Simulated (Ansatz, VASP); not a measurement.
**Two plane-wave programs on H**

File INCAR:

```
SYSTEM = H
PREC = Accurate
ENCUT = 520
EDIFF = 1E-6
ISMEAR = 0
SIGMA = 0.05
LREAL = .False.
LASPH = .True.
NELM = 60
ALGO = Normal
ISIF = 2
LWAVE = .False.
LCHARG = .False.
GGA = CA
NBANDS = 6
```

File KPOINTS:

```
regular mesh
0
Gamma
  10 10 26
  0 0 0
```

File POSCAR:

```
H
1.0
    2.5171568020      0.0000000000      0.0000000000
    0.0000000000      2.5171568020      0.0000000000
    0.0000000000      0.0000000000      1.0295175660
H
1
Direct
    0.0000000000      0.0000000000      0.5000000000
```

Input for Ansatz:

```yaml
crystal:
  lattice:
    - [2.517156802, 0.0, 0.0]
    - [0.0, 2.517156802, 0.0]
    - [0.0, 0.0, 1.029517566]
  atoms:
    - { symbol: H, position: [0.0, 0.0, 0.5] }
basis:
  ecutwfc: 420
kpoints:
  mp_grid: { grid: [10, 10, 26] }
hamiltonian:
  xc: lda
scf:
  occupations: { method: gaussian, width: 0.05 }
output:
  forces: true
  stress: true
  eigenvalues: true
```

Change from the starting cell: strain -0.050 along x and y, +0.050 along z, atoms carried along.

Alike in both runs: task single point; functional LDA; k mesh 10 × 10 × 26; occupations gaussian, width 0.05 eV; no spin polarisation.

|  | VASP | Ansatz |
| --- | --- | --- |
| version | VASP 6.6.1 | Ansatz 0.2.0 |
| potentials or method | VASP PAW LDA potentials, release 64 (H), cutoff 520 eV | scalar-relativistic, plane waves, PAW |
| valence electrons in the cell | 1 | 1 |

|  | VASP | Ansatz | Ansatz less VASP |
| --- | --- | --- | --- |
| gap on the k mesh at the Fermi level (eV) | none | none | - |
| pressure (GPa) | -3.7 | -3.5 | +0.18 |
| traceless stress, the component that is largest in VASP (GPa) | -6.05 | -6.23 | -0.184 |

LDA's correlation is that of Perdew and Zunger in VASP and of Perdew and Wang (1992) in Ansatz. A gap of «none» marks a metal or a gap that the smearing closes.
